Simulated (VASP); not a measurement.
Wanted: the native input for a VASP 6.6.1 run.

```
Task                   : relaxation of cell and atoms
Functional             : PBE
Potentials or basis    : VASP PAW PBE potentials, release 64 (Al, B, N)
Cutoff                 : 600 eV
k mesh                 : 4 × 4 × 6
Occupations            : gaussian, width 0.1 eV
Spin                   : no spin polarisation
Dipole correction      : no
Further INCAR settings : ALGO = Normal; EDIFF = 1e-06; IBRION = 2; EDIFFG = -0.04; NSW = 90; ISIF = 3
```

The structure of Al2BN3 lies in POSCAR:

```
Al2BN3
1.0
    2.3481778500     -4.0671633400      0.0000000000
    2.3481778500      4.0671633400      0.0000000000
   -1.5654519000      0.0000000000      3.6549266200
Al B N
2 1 3
Direct
    0.6669954500      0.0003287800      0.0009863400
    0.0003287800      0.6669954500      0.0009863400
    0.3336621100      0.3336621100      0.0009863400
    0.3339048700      0.6672382100      0.0017146200
    0.0005715400      0.0005715400      0.0017146200
    0.6672382100      0.3339048700      0.0017146200
```

The input as run:

INCAR

```
PREC     = Accurate       # precision mode
ENCUT    = 600            # plane-wave cutoff, eV
EDIFF    = 1E-6           # SCF threshold, eV
ISMEAR   = 0              # smearing method
SIGMA    = 0.1            # smearing width, eV
LREAL    = False          # projectors in reciprocal space
LASPH    = True           # aspherical terms in the spheres
NELM     = 60             # most SCF steps
ALGO     = Normal         # electronic algorithm
ISIF     = 3              # what is computed and relaxed
LWAVE    = False          # write WAVECAR
LCHARG   = False          # write CHGCAR
GGA      = PE             # functional
IBRION   = 2              # ionic algorithm
NSW      = 90             # ionic steps
EDIFFG   = -0.04          # ionic threshold
```

KPOINTS

```
Automatic mesh
0
Gamma
  4 4 6
```

Potentials or basis: VASP PAW PBE potentials, release 64 (Al, B, N).

Launch:

```sh
$ cat potpaw_PBE.64/Al/POTCAR potpaw_PBE.64/B/POTCAR potpaw_PBE.64/N/POTCAR > POTCAR
$ mpirun -np 1 vasp_std > vasp.out
```

It gave:

| Quantity | Value |
| --- | --- |
| Relaxed volume | 9.69 Å³/atom |
| Relaxed cell | a = 5.020 Å, b = 5.020 Å, c = 3.110 Å, α = 105.37°, β = 105.37°, γ = 119.36° |
| Space group after relaxing (to 0.1 Å) | Cm (No. 8) |
| Pressure after relaxing | 0.0 GPa |
| Largest force after relaxing | 0.018 eV/Å |
| Band gap on the k mesh | 2.84 eV (least direct gap 3.58 eV) |

Caveat: the volume moved by over 15 % at a fixed basis, so the end points are rough.

Wall time 17 min on 1 thread of Intel(R) Xeon(R) Platinum 8124M CPU @ 3.00GHz (Skylake/Cascade Lake), with other jobs on the host, peak memory 0.26 GiB.
